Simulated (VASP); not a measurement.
SiW (rocksalt type):

```xyz
2
Lattice="0.0000 2.5369 2.5369 2.5369 0.0000 2.5369 2.5369 2.5369 0.0000" Properties=species:S:1:pos:R:3 pbc="T T T"
W     0.0000    0.0000    0.0000
Si    2.5369    2.5369    2.5369
```

* Program: VASP 6.6.1
* Task: relaxation of cell and atoms
* Functional: PBE
* Potentials or basis: VASP PAW PBE potentials, release 64 (W_sv, Si)
* Cutoff: 600 eV
* k mesh: 14 × 14 × 14
* Occupations: fermi-dirac, width 0.05 eV
* Spin: no spin polarisation

At the start: pressure -5.0 GPa; volume 16.33 Å³/atom.

Q: How do energy, volume and symmetry change on relaxing?

A: Over 3 steps the energy falls by 7.2 meV/atom and the volume is 15.88 Å³/atom (-2.7 %); space group Fm-3m (No. 225, to 0.1 Å) before and after.

The path:
```csv
step,energy change (eV),largest force (eV/Å),pressure (GPa),volume (Å³)
1,0.0000,0.0000,-4.98,32.66
2,0.0271,0.0000,9.64,30.32
3,-0.0144,0.0000,-0.03,31.77
```

Final structure:
```xyz
2
Lattice="0.0000 2.5137 2.5137 2.5137 0.0000 2.5137 2.5137 2.5137 0.0000" Properties=species:S:1:pos:R:3 pbc="T T T"
W     0.0000    0.0000    0.0000
Si    2.5137    2.5137    2.5137
```
